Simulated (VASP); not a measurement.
# SiO2 (P4_2/mnm) in VASP: a series of runs

Runs on SiO2. Level: PBEsol. Tasks: single point.

All numbers are computed with VASP 6.6.1; they aren't measurements. Logs are shortened: lines on timing, memory, paths and dates and some standing lists are left out, and cuts for length are marked.

## 1. The cell of the first run

Symmetry: P4_2/mnm, No. 136, tetragonal system. The conventional cell has a = 4.147 Å, b = 4.147 Å, c = 2.639 Å, α = 90.00°, β = 90.00°, γ = 90.00°. Si (site symmetry mmm) has 6 O at 1.74 to 1.80 Å within 2.3 Å. Within 2.3 Å of O (site symmetry m2m) lie 3 Si at 1.74 to 1.80 Å and 1 O at 2.27 Å.

## 2. Single point, PBEsol (7.56 Å³/atom)

Input file INCAR:

```
SYSTEM = SiO2
PREC     = Accurate       ! precision mode
ENCUT    = 520            ! plane-wave cutoff, eV
EDIFF    = 1E-7           ! SCF threshold, eV
ISMEAR   = -1             ! smearing method
SIGMA    = 0.05           ! smearing width, eV
LREAL    = .False.        ! projectors in reciprocal space
LASPH    = .True.         ! aspherical terms in the spheres
NELM     = 60             ! most SCF steps
ALGO     = Normal         ! electronic algorithm
ISIF     = 2              ! what is computed and relaxed
LWAVE    = .False.        ! write WAVECAR
LCHARG   = .True.         ! write CHGCAR
GGA      = PS             ! functional
LELF     = .True.         ! ELF
LVHAR    = .True.       
NBANDS   = 25             ! bands
```

Input file KPOINTS:

```
Automatic mesh
0
Gamma
  6 6 10
  0 0 0
```

Input file POSCAR:

```
SiO2
1.0
    4.1467535482      0.0000000000      0.0000000000
    0.0000000000      4.1467535482      0.0000000000
    0.0000000000      0.0000000000      2.6385102859
Si O
2 4
Direct
    0.0000000000      0.0000000000      0.0000000000
    0.5000000000      0.5000000000      0.5000000000
    0.8068390000      0.1931610000      0.5000000000
    0.3068390000      0.3068390000      0.0000000000
    0.1931610000      0.8068390000      0.5000000000
    0.6931610000      0.6931610000      0.0000000000
```

Potentials or basis: VASP PAW PBE potentials, release 64 (Si, O).

Run with:

```bash
$ cat potpaw_PBE.64/Si/POTCAR potpaw_PBE.64/O/POTCAR > POTCAR
$ mpirun -np 1 vasp_std > vasp.out
```

OUTCAR:

```text
SYSTEM = SiO2
   PREC = Accurate
   ENCUT = 520
   EDIFF = 1E-7
   ISMEAR = -1
   LREAL = .False.
   LASPH = .True.
   NELM = 60
   ISIF = 2
   GGA = PS

 ion  position               nearest neighbor table
   1  0.000  0.000  0.000-   3 1.74   5 1.74   3 1.74   5 1.74   4 1.80   6 1.80
   2  0.500  0.500  0.500-   4 1.74   6 1.74   4 1.74   6 1.74   5 1.80   3 1.80
   3  0.807  0.193  0.500-   1 1.74   1 1.74   2 1.80
   4  0.307  0.307  0.000-   2 1.74   2 1.74   1 1.80
   5  0.193  0.807  0.500-   1 1.74   1 1.74   2 1.80
   6  0.693  0.693  0.000-   2 1.74   2 1.74   1 1.80

  LATTYP: Found a simple tetragonal cell.
 ALAT       =     4.1467535482
 C/A-ratio  =     0.6362833612

  Lattice vectors:

 A1 = (   4.1467535482,   0.0000000000,   0.0000000000)
 A2 = (   0.0000000000,   4.1467535482,   0.0000000000)
 A3 = (   0.0000000000,   0.0000000000,   2.6385102859)

Analysis of symmetry for initial positions (statically):
=====================================================================
 Subroutine PRICEL returns:
 Original cell was already a primitive cell.

 Routine SETGRP: Setting up the symmetry group for a
 simple tetragonal supercell.

 Subroutine GETGRP returns: Found 16 space group operations
 (whereof  8 operations were pure point group operations)
 out of a pool of 16 trial point group operations.

The static configuration has the point symmetry D_2h.
 The point group associated with its full space group is D_4h.

Analysis of symmetry for dynamics (positions and initial velocities):
=====================================================================
 Subroutine PRICEL returns:
 Original cell was already a primitive cell.

 Routine SETGRP: Setting up the symmetry group for a
 simple tetragonal supercell.

 Subroutine GETGRP returns: Found 16 space group operations
 (whereof  8 operations were pure point group operations)
 out of a pool of 16 trial point group operations.

The dynamic configuration has the point symmetry D_2h.
 The point group associated with its full space group is D_4h.

 Subroutine INISYM returns: Found 16 space group operations
 (whereof  8 operations are pure point group operations),
 and found     1 'primitive' translations

----------------------------------------------------------------------------------------

                                     Primitive cell

  volume of cell :      45.3707

  direct lattice vectors                    reciprocal lattice vectors
     4.146753548  0.000000000  0.000000000     0.241152504  0.000000000  0.000000000
     0.000000000  4.146753548  0.000000000     0.000000000  0.241152504  0.000000000
     0.000000000  0.000000000  2.638510286     0.000000000  0.000000000  0.379001744

  length of vectors
     4.146753548  4.146753548  2.638510286     0.241152504  0.241152504  0.379001744

  position of ions in fractional coordinates (direct lattice)
     0.000000000  0.000000000  0.000000000
     0.500000000  0.500000000  0.500000000
     0.806839000  0.193161000  0.500000000
     0.306839000  0.306839000  0.000000000
     0.193161000  0.806839000  0.500000000
     0.693161000  0.693161000  0.000000000

  ion indices of the primitive-cell ions
   primitive index   ion index
                 1           1
                 2           2
                 3           3
                 4           4
                 5           5
                 6           6

----------------------------------------------------------------------------------------

 KPOINTS: Automatic mesh

Automatic generation of k-mesh.
 Grid dimensions read from file:
 generate k-points for:    6    6   10

 Generating k-lattice:

  Cartesian coordinates                     Fractional coordinates (reciprocal lattice)
     0.040192084  0.000000000  0.000000000     0.166666667  0.000000000  0.000000000
     0.000000000  0.040192084  0.000000000     0.000000000  0.166666667  0.000000000
     0.000000000  0.000000000  0.037900174     0.000000000  0.000000000  0.100000000

  Length of vectors
     0.040192084  0.040192084  0.037900174

  Shift w.r.t. Gamma in fractional coordinates (k-lattice)
     0.000000000  0.000000000  0.000000000

 Subroutine IBZKPT returns following result:
 ===========================================

 Found     60 irreducible k-points:

 Following reciprocal coordinates:
            Coordinates               Weight
  0.000000  0.000000  0.000000      1.000000
  0.166667  0.000000  0.000000      4.000000
  0.333333  0.000000  0.000000      4.000000
  0.500000  0.000000  0.000000      2.000000
  0.166667  0.166667  0.000000      4.000000
  0.333333  0.166667  0.000000      8.000000
[... 16 lines left out ...]
  0.333333  0.000000  0.200000      8.000000
  0.500000  0.000000  0.200000      4.000000
 [... further k-points ...]
   k-points           NKPTS =     60   k-points in BZ     NKDIM =     60   number of bands    NBANDS=     25
   number of dos      NEDOS =    301   number of ions     NIONS =      6
   total plane-waves  NPLWV =  20480
   dimension x,y,z NGX =    32 NGY =   32 NGZ =   20
   dimension x,y,z NGXF=    64 NGYF=   64 NGZF=   40
   ions per type =               2   4
   NGX,Y,Z   is equivalent  to a cutoff of  12.83, 12.83, 12.60 a.u.
   NGXF,Y,Z  is equivalent  to a cutoff of  25.66, 25.66, 25.20 a.u.
 SYSTEM =  SiO2
   PREC   = accura    normal or accurate (medium, high low for compatibility)
   ISTART =      0    job   : 0-new  1-cont  2-samecut
   ICHARG =      2    charge: 1-file 2-atom 10-const
   ISPIN  =      1    spin polarized calculation?
   LNONCOLLINEAR =      F non collinear calculations
   LSORBIT =      F    spin-orbit coupling
   LASPH  =      T    aspherical Exc in radial PAW
   ENCUT  =  520.0 eV  38.22 Ry    6.18 a.u.   7.71  7.71  4.91*2*pi/ulx,y,z
   NELM   =     60;   NELMIN=  2; NELMDL= -5     # of ELM steps
   EDIFF  = 0.1E-06   stopping-criterion for ELM
   LREAL  =      F    real-space projection
   EDIFFG = 0.1E-05   stopping-criterion for IOM
   NSW    =      0    number of steps for IOM
   IBRION =     -1    ionic relax: 0-MD 1-quasi-New 2-CG
   NFREE  =      0    steps in history (QN), initial steepest desc. (CG)
   ISIF   =      2    stress and relaxation
   ISYM   =      2    0-nonsym 1-usesym 2-fastsym
   POTIM  = 0.5000    time-step for ionic-motion
   TEBEG  =    0.0;   TEEND  =   0.0 temperature during run
   PSTRESS=    0.0 pullay stress
   NELECT =      32.0000    total number of electrons
   NUPDOWN=      -1.0000    fix difference up-down
   EMIN   =  10.00;   EMAX   =-10.00  energy-range for DOS
   EFERMI =   0.00;   METHOD = LEGACY
   ISMEAR =    -1;   SIGMA  =   0.05  broadening in eV -4-tet -1-fermi 0-gaus
   EFERMI_NEDOS =   21; number of points for ismear=-14 and -15
   IALGO  =     38    algorithm
   IMIX   =      4    mixing-type and parameters
     AMIX     =   0.40;   BMIX     =  1.00
     AMIX_MAG =   1.60;   BMIX_MAG =  1.00
  volume/ion in A,a.u.               =       7.56        51.03
  Fermi-wavevector in a.u.,A,eV,Ry     =   1.457247  2.753797 28.892895  2.123568
  Thomas-Fermi vector in A             =   2.574070
   LORBIT       =      0    0 simple, 1 ext, 2 COOP (PROOUT), +10 PAW based schemes
   GGA     = PS    functional components
   LHFCALC =     F    Hartree Fock is set to
   AEXX    =    0.0000 exact exchange contribution
   IVDW    =     0    specifies the selected vdW correction
   LEPSILON=     F    determine dielectric tensor
   LRPA    =     F    only Hartree local field effects (RPA)
 non-spin polarized calculation
  energy-cutoff  :      520.00
  volume of cell :       45.37
 maximum number of plane-waves:      1250
 NGX is ok and might be reduce to    32
   NGX = 15   NGY = 15   NGZ =  9

 number of electron      31.9999984 magnetization

 Free energy of the ion-electron system (eV)
  ---------------------------------------------------
  ext. energy  EPLUGINS =         0.00000000
  ---------------------------------------------------
  free energy    TOTEN  =       -48.89400570 eV

  energy without entropy =      -48.89400570  energy(sigma->0) =      -48.89400570

 E-fermi :   9.5408     XC(G=0): -12.6615

 val. band max:        8.5153951249   @ k =   0.0000   0.0000   0.0000
 cond. band min:      14.6057336769   @ k =   0.0000   0.0000   0.0000
 fundamental gap:      6.0903385520
 Fermi energy:         9.5407847268

 k-point     1 :       0.0000    0.0000    0.0000
  band No.  band energies     occupation
      1     -14.3415      2.00000
      2     -10.5027      2.00000
      3     -10.5027      2.00000
      4     -10.3219      2.00000
      5      -2.5153      2.00000
      6       1.8757      2.00000
[... 17 lines left out ...]
     24      22.9896      0.00000
     25      24.3637      0.00000

 k-point     2 :       0.1667    0.0000    0.0000
  band No.  band energies     occupation
      1     -14.1910      2.00000
      2     -11.2372      2.00000
      3     -10.4255      2.00000
      4      -9.9051      2.00000
      5      -2.3384      2.00000
      6       1.1015      2.00000
[... 17 lines left out ...]
     24      22.3675      0.00000
     25      24.1965      0.00000

 k-point     3 :       0.3333    0.0000    0.0000
  band No.  band energies     occupation
      1     -13.7500      2.00000
      2     -12.1757      2.00000
      3     -10.2184      2.00000
      4      -9.7961      2.00000
      5      -1.8388      2.00000
      6      -0.0428      2.00000
[... 17 lines left out ...]
     24      22.5617      0.00000
     25      23.7199      0.00000

 k-point     4 :       0.5000    0.0000    0.0000
  band No.  band energies     occupation
      1     -13.0545      2.00000
      2     -13.0545      2.00000
      3      -9.9608      2.00000
      4      -9.9608      2.00000
      5      -1.0593      2.00000
      6      -1.0593      2.00000
[... 17 lines left out ...]
     24      22.3221      0.00000
     25      23.6254      0.00000

 k-point     5 :       0.1667    0.1667    0.0000
  band No.  band energies     occupation
      1     -14.0441      2.00000
      2     -11.4387      2.00000
      3     -10.6087      2.00000
      4      -9.7914      2.00000
      5      -2.1264      2.00000
      6       1.0341      2.00000
[... 17 lines left out ...]
     24      22.1419      0.00000
     25      24.0726      0.00000

 k-point     6 :       0.3333    0.1667    0.0000
  band No.  band energies     occupation
      1     -13.6163      2.00000
      2     -12.1435      2.00000
      3     -10.4926      2.00000
      4      -9.8754      2.00000
      5      -1.5556      2.00000
      6       0.2206      2.00000
[... 17 lines left out ...]
     24      22.3357      0.00000
     25      23.7581      0.00000
[... 393 lines left out ...]
 k-point    21 :       0.0000    0.0000    0.2000
  band No.  band energies     occupation
      1     -13.7955      2.00000
      2     -10.2847      2.00000
      3     -10.2273      2.00000
      4     -10.2273      2.00000
      5      -2.3488      2.00000
      6       1.7947      2.00000
[... 17 lines left out ...]
     24      22.7914      0.00000
     25      23.2553      0.00000

 k-point    22 :       0.1667    0.0000    0.2000
  band No.  band energies     occupation
      1     -13.6526      2.00000
      2     -10.9484      2.00000
      3     -10.1682      2.00000
      4      -9.8456      2.00000
      5      -2.0945      2.00000
      6       1.2868      2.00000
[... 17 lines left out ...]
     24      22.5031      0.00000
     25      22.7051      0.00000

 k-point    23 :       0.3333    0.0000    0.2000
  band No.  band energies     occupation
      1     -13.2363      2.00000
      2     -11.7813      2.00000
      3     -10.0138      2.00000
      4      -9.7353      2.00000
      5      -1.4506      2.00000
      6       0.3102      2.00000
[... 17 lines left out ...]
     24      21.4104      0.00000
     25      22.7521      0.00000

 k-point    24 :       0.5000    0.0000    0.2000
  band No.  band energies     occupation
      1     -12.5866      2.00000
      2     -12.5866      2.00000
      3      -9.8333      2.00000
      4      -9.8333      2.00000
      5      -0.6219      2.00000
      6      -0.6219      2.00000
[... 17 lines left out ...]
     24      21.1006      0.00000
     25      22.6528      0.00000

 [... further k-points ...]

------------------------ aborting loop because EDIFF is reached ----------------------------------------

  FORCE on cell =-STRESS in cart. coord.  units (eV):
  Direction    XX          YY          ZZ          XY          YZ          ZX
  --------------------------------------------------------------------------------------
  -------------------------------------------------------------------------------------
  Total        3.6262820      3.6262820      5.1167657      0.0000000      0.0000000      0.0000000
  in kB      128.0551088    128.0551088    180.6886499      0.0000000      0.0000000      0.0000000
  external PRESSURE =     145.5996225 kB  Pullay stress =       0.0000000 kB

 VOLUME and BASIS-vectors are now :
 -----------------------------------------------------------------------------
  energy-cutoff  :      520.00
  volume of cell :       45.37
      direct lattice vectors                 reciprocal lattice vectors
     4.146753548  0.000000000  0.000000000     0.241152504  0.000000000  0.000000000
     0.000000000  4.146753548  0.000000000     0.000000000  0.241152504  0.000000000
     0.000000000  0.000000000  2.638510286     0.000000000  0.000000000  0.379001744

 POSITION                                       TOTAL-FORCE (eV/Angst)
 -----------------------------------------------------------------------------------
      0.00000      0.00000      0.00000         0.000000      0.000000     -0.000000
      2.07338      2.07338      1.31926         0.000000      0.000000     -0.000000
      3.34576      0.80099      1.31926        -0.322808      0.322808      0.000000
      1.27239      1.27239      0.00000        -0.322808     -0.322808     -0.000000
      0.80099      3.34576      1.31926         0.322808     -0.322808     -0.000000
      2.87437      2.87437      0.00000         0.322808      0.322808      0.000000
 -----------------------------------------------------------------------------------
    total drift:                                0.000000     -0.000000     -0.000000

  FREE ENERGIE OF THE ION-ELECTRON SYSTEM (eV)
  ---------------------------------------------------
  free  energy   TOTEN  =       -48.8940056966 eV

  energy  without entropy=      -48.8940056966  energy(sigma->0) =      -48.89400570
```

Wall time 73 s (1 thread of Intel Xeon 8259CL, shared host); peak memory 0.18 GiB.

What came out:

- Free energy: -48.8940 eV
- Pressure: 14.6 GPa
- Largest force: 0.457 eV/Å
- Band gap on the k mesh: 6.09 eV

Forces in eV/Å, atoms in the order of the input:
```
Si   0.000  0.000  0.000
Si   0.000  0.000  0.000
O   -0.323  0.323  0.000
O   -0.323 -0.323  0.000
O    0.323 -0.323  0.000
O    0.323  0.323  0.000
```

Caveat: the cell stands under pressure; the PAW data sets were made with another functional, which shifts forces and pressure a little.

[end of part 1 of 2]
